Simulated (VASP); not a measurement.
Al:

```
CELL_PARAMETERS angstrom
0.00000 2.02492 2.02492
2.02492 0.00000 2.02492
2.02492 2.02492 0.00000
ATOMIC_POSITIONS crystal
Al 0.00000 0.00000 0.00000
```

Base run:

* Program: VASP 6.6.1
* Functional: PBEsol
* Potentials or basis: VASP PAW PBE potentials, release 64 (Al)
* Cutoff: 500 eV
* k mesh: 10 × 10 × 10
* Occupations: fermi-dirac, width 0.05 eV
* Spin: no spin polarisation

Its results: pressure -2.0 GPa.

Problem. The run is repeated on the same cell with these changes: k mesh from 10 × 10 × 10 to 5 × 5 × 5. What comes out?

Solution. Pressure -0.1 GPa.

Caveats: some runs use coarse meshes; the PAW data sets were made with another functional, which shifts forces and pressure a little.
